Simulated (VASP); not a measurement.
# FeSi (P2_13) in VASP: single point with LDA

Aim: the single point of FeSi with LDA.

Everything below comes from runs of VASP 6.6.1. Logs are shortened: lines on timing, memory, paths and dates and some standing lists are left out, and cuts for length are marked.

### 1 The cell of the first run

It takes space group P2_13 (No. 198, cubic). Conventional cell: a = 4.369 Å, b = 4.369 Å, c = 4.369 Å, α = 90.00°, β = 90.00°, γ = 90.00°. Within 3.0 Å of Fe (site symmetry 3) lie 7 Si at 2.24 to 2.45 Å and 6 Fe at 2.68 Å. Within 3.0 Å of Si (site symmetry 3) lie 7 Fe at 2.24 to 2.45 Å and 6 Si at 2.71 Å.

### 2 Single point, LDA

Contents of INCAR:

```
  PREC = Accurate
  ENCUT = 520
  EDIFF = 1E-7
  ISMEAR = 0
  SIGMA = 0.02
  LREAL = False
  LASPH = True
  NELM = 60
  ALGO = Normal
  ISIF = 2
  LWAVE = False
  LCHARG = True
  LELF = True
  LVHAR = True
  NBANDS = 34
```

Contents of KPOINTS:

```
Automatic mesh
0
Gamma
  10 10 10
```

Contents of POSCAR:

```
FeSi
1.0
    4.3689620037      0.0000000000      0.0000000000
    0.0000000000      4.3689620037      0.0000000000
    0.0000000000      0.0000000000      4.3689620037
Fe Si
4 4
Direct
    0.1368068149      0.1368068149      0.1368068149
    0.3631931851      0.8631931851      0.6368068149
    0.6368068149      0.3631931851      0.8631931851
    0.8631931851      0.6368068149      0.3631931851
    0.8408111503      0.8408111503      0.8408111503
    0.6591888497      0.1591888497      0.3408111503
    0.3408111503      0.6591888497      0.1591888497
    0.1591888497      0.3408111503      0.6591888497
```

Potentials or basis: VASP PAW LDA potentials, release 64 (Fe, Si).

The run is started by

```sh
$ cat potpaw_LDA.64/Fe/POTCAR potpaw_LDA.64/Si/POTCAR > POTCAR
$ mpirun -np 1 vasp_std > vasp.out
```

OUTCAR:

```text
PREC = Accurate
   ENCUT = 520
   EDIFF = 1E-7
   ISMEAR = 0
   LREAL = False
   LASPH = True
   NELM = 60
   ISIF = 2

 ion  position               nearest neighbor table
   1  0.137  0.137  0.137-   5 2.24   6 2.27   7 2.27   8 2.27   7 2.45   8 2.45   6 2.45   2 2.68
                             2 2.68   4 2.68   3 2.68   4 2.68   3 2.68
   2  0.363  0.863  0.637-   6 2.24   5 2.27   7 2.27   8 2.27   7 2.45   8 2.45   5 2.45   1 2.68
                             1 2.68   3 2.68   4 2.68   4 2.68   3 2.68
   3  0.637  0.363  0.863-   7 2.24   6 2.27   5 2.27   8 2.27   8 2.45   6 2.45   5 2.45   4 2.68
                             4 2.68   1 2.68   2 2.68   2 2.68   1 2.68
   4  0.863  0.637  0.363-   8 2.24   6 2.27   7 2.27   5 2.27   6 2.45   5 2.45   7 2.45   3 2.68
                             3 2.68   1 2.68   1 2.68   2 2.68   2 2.68
   5  0.841  0.841  0.841-   1 2.24   2 2.27   3 2.27   4 2.27   3 2.45   4 2.45   2 2.45   6 2.71
                             7 2.71   8 2.71   6 2.71   8 2.71   7 2.71
   6  0.659  0.159  0.341-   2 2.24   1 2.27   3 2.27   4 2.27   3 2.45   4 2.45   1 2.45   8 2.71
                             5 2.71   5 2.71   7 2.71   7 2.71   8 2.71
   7  0.341  0.659  0.159-   3 2.24   2 2.27   1 2.27   4 2.27   4 2.45   2 2.45   1 2.45   8 2.71
                             5 2.71   8 2.71   6 2.71   6 2.71   5 2.71
   8  0.159  0.341  0.659-   4 2.24   2 2.27   3 2.27   1 2.27   2 2.45   1 2.45   3 2.45   7 2.71
                             5 2.71   7 2.71   5 2.71   6 2.71   6 2.71

  LATTYP: Found a simple cubic cell.
 ALAT       =     4.3689620037

  Lattice vectors:

 A1 = (   4.3689620037,   0.0000000000,   0.0000000000)
 A2 = (   0.0000000000,   4.3689620037,   0.0000000000)
 A3 = (   0.0000000000,   0.0000000000,   4.3689620037)

Analysis of symmetry for initial positions (statically):
=====================================================================
 Subroutine PRICEL returns:
 Original cell was already a primitive cell.

 Routine SETGRP: Setting up the symmetry group for a
 simple cubic supercell.

 Subroutine GETGRP returns: Found 12 space group operations
 (whereof  3 operations were pure point group operations)
 out of a pool of 48 trial point group operations.

The static configuration has the point symmetry C_3 .
 The point group associated with its full space group is T   .

Analysis of symmetry for dynamics (positions and initial velocities):
=====================================================================
 Subroutine PRICEL returns:
 Original cell was already a primitive cell.

 Routine SETGRP: Setting up the symmetry group for a
 simple cubic supercell.

 Subroutine GETGRP returns: Found 12 space group operations
 (whereof  3 operations were pure point group operations)
 out of a pool of 48 trial point group operations.

The dynamic configuration has the point symmetry C_3 .
 The point group associated with its full space group is T   .

 Subroutine INISYM returns: Found 12 space group operations
 (whereof  3 operations are pure point group operations),
 and found     1 'primitive' translations

----------------------------------------------------------------------------------------

                                     Primitive cell

  volume of cell :      83.3940

  direct lattice vectors                    reciprocal lattice vectors
     4.368962004  0.000000000  0.000000000     0.228887319  0.000000000  0.000000000
     0.000000000  4.368962004  0.000000000     0.000000000  0.228887319  0.000000000
     0.000000000  0.000000000  4.368962004     0.000000000  0.000000000  0.228887319

  length of vectors
     4.368962004  4.368962004  4.368962004     0.228887319  0.228887319  0.228887319

  position of ions in fractional coordinates (direct lattice)
     0.136806815  0.136806815  0.136806815
     0.363193185  0.863193185  0.636806815
     0.636806815  0.363193185  0.863193185
     0.863193185  0.636806815  0.363193185
     0.840811150  0.840811150  0.840811150
     0.659188850  0.159188850  0.340811150
     0.340811150  0.659188850  0.159188850
     0.159188850  0.340811150  0.659188850

  ion indices of the primitive-cell ions
   primitive index   ion index
                 1           1
                 2           2
                 3           3
                 4           4
                 5           5
                 6           6
                 7           7
                 8           8

----------------------------------------------------------------------------------------

 KPOINTS: Automatic mesh

Automatic generation of k-mesh.
 Grid dimensions read from file:
 generate k-points for:   10   10   10

 Generating k-lattice:

  Cartesian coordinates                     Fractional coordinates (reciprocal lattice)
     0.022888732  0.000000000  0.000000000     0.100000000  0.000000000  0.000000000
     0.000000000  0.022888732  0.000000000     0.000000000  0.100000000  0.000000000
     0.000000000  0.000000000  0.022888732     0.000000000  0.000000000  0.100000000

  Length of vectors
     0.022888732  0.022888732  0.022888732

  Shift w.r.t. Gamma in fractional coordinates (k-lattice)
     0.000000000  0.000000000  0.000000000

 Subroutine IBZKPT returns following result:
 ===========================================

 Found     76 irreducible k-points:

 Following reciprocal coordinates:
            Coordinates               Weight
  0.000000  0.000000  0.000000      1.000000
  0.100000  0.000000  0.000000      6.000000
  0.200000  0.000000  0.000000      6.000000
  0.300000  0.000000  0.000000      6.000000
  0.400000  0.000000  0.000000      6.000000
  0.500000  0.000000  0.000000      3.000000
[... 16 lines left out ...]
  0.300000  0.300000  0.000000     12.000000
  0.400000  0.300000  0.000000     12.000000
 [... further k-points ...]
   k-points           NKPTS =     76   k-points in BZ     NKDIM =     76   number of bands    NBANDS=     34
   number of dos      NEDOS =    301   number of ions     NIONS =      8
   total plane-waves  NPLWV =  32768
   dimension x,y,z NGX =    32 NGY =   32 NGZ =   32
   dimension x,y,z NGXF=    64 NGYF=   64 NGZF=   64
   ions per type =               4   4
   NGX,Y,Z   is equivalent  to a cutoff of  12.18, 12.18, 12.18 a.u.
   NGXF,Y,Z  is equivalent  to a cutoff of  24.35, 24.35, 24.35 a.u.
 SYSTEM =  unknown system
   PREC   = accura    normal or accurate (medium, high low for compatibility)
   ISTART =      0    job   : 0-new  1-cont  2-samecut
   ICHARG =      2    charge: 1-file 2-atom 10-const
   ISPIN  =      1    spin polarized calculation?
   LNONCOLLINEAR =      F non collinear calculations
   LSORBIT =      F    spin-orbit coupling
   LASPH  =      T    aspherical Exc in radial PAW
   ENCUT  =  520.0 eV  38.22 Ry    6.18 a.u.   8.12  8.12  8.12*2*pi/ulx,y,z
   NELM   =     60;   NELMIN=  2; NELMDL= -5     # of ELM steps
   EDIFF  = 0.1E-06   stopping-criterion for ELM
   LREAL  =      F    real-space projection
   EDIFFG = 0.1E-05   stopping-criterion for IOM
   NSW    =      0    number of steps for IOM
   IBRION =     -1    ionic relax: 0-MD 1-quasi-New 2-CG
   NFREE  =      0    steps in history (QN), initial steepest desc. (CG)
   ISIF   =      2    stress and relaxation
   ISYM   =      2    0-nonsym 1-usesym 2-fastsym
   POTIM  = 0.5000    time-step for ionic-motion
   TEBEG  =    0.0;   TEEND  =   0.0 temperature during run
   PSTRESS=    0.0 pullay stress
   NELECT =      48.0000    total number of electrons
   NUPDOWN=      -1.0000    fix difference up-down
   EMIN   =  10.00;   EMAX   =-10.00  energy-range for DOS
   EFERMI =   0.00;   METHOD = LEGACY
   ISMEAR =     0;   SIGMA  =   0.02  broadening in eV -4-tet -1-fermi 0-gaus
   EFERMI_NEDOS =   21; number of points for ismear=-14 and -15
   IALGO  =     38    algorithm
   IMIX   =      4    mixing-type and parameters
     AMIX     =   0.40;   BMIX     =  1.00
     AMIX_MAG =   1.60;   BMIX_MAG =  1.00
  volume/ion in A,a.u.               =      10.42        70.35
  Fermi-wavevector in a.u.,A,eV,Ry     =   1.361791  2.573411 25.231643  1.854473
  Thomas-Fermi vector in A             =   2.488336
   LORBIT       =      0    0 simple, 1 ext, 2 COOP (PROOUT), +10 PAW based schemes
   GGA     = CA    functional components
   LHFCALC =     F    Hartree Fock is set to
   AEXX    =    0.0000 exact exchange contribution
   IVDW    =     0    specifies the selected vdW correction
   LEPSILON=     F    determine dielectric tensor
   LRPA    =     F    only Hartree local field effects (RPA)
 non-spin polarized calculation
 Gauss-broadening in eV      SIGMA  =   0.02
  energy-cutoff  :      520.00
  volume of cell :       83.39
 maximum number of plane-waves:      2284
   NGX = 17   NGY = 17   NGZ = 17

 number of electron      47.9999998 magnetization

 Free energy of the ion-electron system (eV)
  ---------------------------------------------------
  ext. energy  EPLUGINS =         0.00000000
  ---------------------------------------------------
  free energy    TOTEN  =       -66.55462798 eV

  energy without entropy =      -66.55462796  energy(sigma->0) =      -66.55462797

 E-fermi :  10.4324     XC(G=0): -13.2371

 val. band max:       10.3686724230   @ k =   0.3000   0.1000   0.1000
 cond. band min:      10.4982992278   @ k =  -0.2000   0.3000   0.1000
 fundamental gap:      0.1296268047
 Fermi energy:        10.4323721574

 k-point     1 :       0.0000    0.0000    0.0000
  band No.  band energies     occupation
      1      -3.2280      2.00000
      2       2.2829      2.00000
      3       2.2829      2.00000
      4       2.2829      2.00000
      5       5.1281      2.00000
      6       5.1281      2.00000
[... 26 lines left out ...]
     33      14.9627      0.00000
     34      14.9627      0.00000

 k-point     2 :       0.1000    0.0000    0.0000
  band No.  band energies     occupation
      1      -3.1505      2.00000
      2       1.6826      2.00000
      3       2.3262      2.00000
      4       2.7566      2.00000
      5       4.7241      2.00000
      6       5.1780      2.00000
[... 26 lines left out ...]
     33      15.0477      0.00000
     34      15.0905      0.00000

 k-point     3 :       0.2000    0.0000    0.0000
  band No.  band energies     occupation
      1      -2.9199      2.00000
      2       0.9503      2.00000
      3       2.4541      2.00000
      4       3.1562      2.00000
      5       4.4321      2.00000
      6       5.3031      2.00000
[... 26 lines left out ...]
     33      15.2280      0.00000
     34      15.2474      0.00000

 k-point     4 :       0.3000    0.0000    0.0000
  band No.  band energies     occupation
      1      -2.5416      2.00000
      2       0.1476      2.00000
      3       2.6609      2.00000
      4       3.4832      2.00000
      5       4.2373      2.00000
      6       5.3665      2.00000
[... 26 lines left out ...]
     33      15.4066      0.00000
     34      15.4680      0.00000

 k-point     5 :       0.4000    0.0000    0.0000
  band No.  band energies     occupation
      1      -2.0254      2.00000
      2      -0.6504      2.00000
      3       2.9342      2.00000
      4       3.5161      2.00000
      5       4.3148      2.00000
      6       5.1005      2.00000
[... 621 lines left out ...]
 k-point    22 :      -0.2000    0.5000    0.0000
  band No.  band energies     occupation
      1      -1.1156      2.00000
      2      -1.1156      2.00000
      3       2.5553      2.00000
      4       2.5553      2.00000
      5       4.6688      2.00000
      6       4.6688      2.00000
[... 26 lines left out ...]
     33      14.9186      0.00000
     34      14.9186      0.00000

 k-point    23 :       0.3000    0.3000    0.0000
  band No.  band energies     occupation
      1      -1.8807      2.00000
      2       0.3126      2.00000
      3       1.3485      2.00000
      4       3.0084      2.00000
      5       4.5293      2.00000
      6       4.8242      2.00000
[... 26 lines left out ...]
     33      14.8623      0.00000
     34      15.0599      0.00000

 k-point    24 :       0.4000    0.3000    0.0000
  band No.  band energies     occupation
      1      -1.3888      2.00000
      2      -0.1518      2.00000
      3       1.4527      2.00000
      4       2.4369      2.00000
      5       4.8623      2.00000
      6       5.0279      2.00000
[... 26 lines left out ...]
     33      14.7112      0.00000
     34      15.1883      0.00000

 [... further k-points ...]

------------------------ aborting loop because EDIFF is reached ----------------------------------------

  FORCE on cell =-STRESS in cart. coord.  units (eV):
  Direction    XX          YY          ZZ          XY          YZ          ZX
  --------------------------------------------------------------------------------------
  -------------------------------------------------------------------------------------
  Total        0.4422586      0.4422586      0.4422586      0.0000000     -0.0000000      0.0000000
  in kB        8.4967353      8.4967353      8.4967353      0.0000000     -0.0000000      0.0000000
  external PRESSURE =       8.4967353 kB  Pullay stress =       0.0000000 kB

 VOLUME and BASIS-vectors are now :
 -----------------------------------------------------------------------------
  energy-cutoff  :      520.00
  volume of cell :       83.39
      direct lattice vectors                 reciprocal lattice vectors
     4.368962004  0.000000000  0.000000000     0.228887319  0.000000000  0.000000000
     0.000000000  4.368962004  0.000000000     0.000000000  0.228887319  0.000000000
     0.000000000  0.000000000  4.368962004     0.000000000  0.000000000  0.228887319

 POSITION                                       TOTAL-FORCE (eV/Angst)
 -----------------------------------------------------------------------------------
      0.59770      0.59770      0.59770         0.028317      0.028317      0.028317
      1.58678      3.77126      2.78218        -0.028317     -0.028317      0.028317
      2.78218      1.58678      3.77126         0.028317     -0.028317     -0.028317
      3.77126      2.78218      1.58678        -0.028317      0.028317     -0.028317
      3.67347      3.67347      3.67347         0.004292      0.004292      0.004292
      2.87997      0.69549      1.48899        -0.004292     -0.004292      0.004292
      1.48899      2.87997      0.69549         0.004292     -0.004292     -0.004292
      0.69549      1.48899      2.87997        -0.004292      0.004292     -0.004292
 -----------------------------------------------------------------------------------
    total drift:                                0.000000     -0.000000     -0.000000

  FREE ENERGIE OF THE ION-ELECTRON SYSTEM (eV)
  ---------------------------------------------------
  free  energy   TOTEN  =       -66.5546279837 eV

  energy  without entropy=      -66.5546279572  energy(sigma->0) =      -66.55462797
```

It took 3.1 min on 1 thread of Intel Xeon Platinum 8259CL at 2.50GHz (Skylake/Cascade Lake), shared host; peak memory 0.27 GiB.

Results:

- Free energy: -66.5546 eV
- Pressure: 0.8 GPa
- Largest force: 0.049 eV/Å
- Band gap on the k mesh: 0.13 eV (least direct gap 0.15 eV)

Forces on the atoms (eV/Å):
```
Fe   0.028  0.028  0.028
Fe  -0.028 -0.028  0.028
Fe   0.028 -0.028 -0.028
Fe  -0.028  0.028 -0.028
Si   0.004  0.004  0.004
Si  -0.004 -0.004  0.004
Si   0.004 -0.004 -0.004
Si  -0.004  0.004 -0.004
```

A k mesh can miss the band edges. Spin polarisation is off, so any magnetic state and its effect on volume and gap are missing.
